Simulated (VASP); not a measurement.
## PbS: single point with PBE+D4

PbS, a slab with vacuum:

```xyz
4
Lattice="2.9839 -2.9829 0.0000 2.9839 2.9829 0.0000 -1.0987 0.0000 11.1678" Properties=species:S:1:pos:R:3 pbc="T T T"
Pb    0.9419    0.0000    4.1568
Pb    3.9271    0.0000    7.0110
S     3.9253    0.0000    4.3525
S     0.9437    0.0000    6.8154
```

```json
{
 "Program": "VASP 6.6.1",
 "Task": "single point",
 "Functional": "PBE",
 "Dispersion": "D4",
 "Potentials or basis": "VASP PAW PBE potentials, release 64 (Pb_d, S)",
 "Cutoff": "520 eV",
 "k mesh": "4 × 4 × 2",
 "Occupations": "gaussian, width 0.1 eV",
 "Spin": "no spin polarisation"
}
```

```
Largest force              : 0.152 eV/Å
Band gap on the k mesh     : 2.05 eV (least direct gap 2.06 eV)
Dispersion energy per atom : -0.271 eV
```

Forces on the atoms (eV/Å):
```
Pb   0.000  0.000 -0.152
Pb   0.000  0.000  0.152
S    0.003  0.000 -0.056
S   -0.003  0.000  0.056
```

Levels at points of the mesh, in eV from the valence-band top:
| k point | band 16 | band 17 | band 18 | band 19 | band 20 | band 21 | band 22 | band 23 | band 24 | band 25 |
| --- | --- | --- | --- | --- | --- | --- | --- | --- | --- | --- |
| (0.00, 0.00, 0.00) | -2.32 | -2.32 | -1.18 | -1.18 | 0.00 | 2.26 | 3.79 | 5.12 | 5.47 | 5.48 |
| (0.50, 0.00, 0.00) | -1.62 | -0.87 | -0.87 | -0.01 | -0.01 | 2.21 | 2.21 | 3.24 | 3.24 | 3.75 |
| (0.50, 0.50, 0.00) | -3.97 | -2.53 | -2.53 | -1.24 | -1.23 | 4.38 | 4.40 | 5.25 | 5.27 | 5.63 |
| (0.00, 0.00, 0.50) | -2.32 | -2.32 | -1.18 | -1.18 | -0.01 | 2.05 | 4.79 | 5.12 | 5.20 | 5.47 |
| (0.50, 0.00, 0.50) | -1.62 | -0.87 | -0.87 | -0.01 | -0.01 | 2.20 | 2.21 | 3.24 | 3.24 | 3.69 |
| (0.50, 0.50, 0.50) | -3.97 | -2.53 | -2.53 | -1.24 | -1.23 | 4.36 | 4.38 | 5.23 | 5.23 | 5.69 |

Run time: 110 s on 1 thread of Intel Xeon 8259CL (shared host), peak memory 0.3 GiB.

Caveat: there is no dipole correction, which matters where the two faces differ; spin-orbit coupling is left out, which moves the levels of the heavy elements.
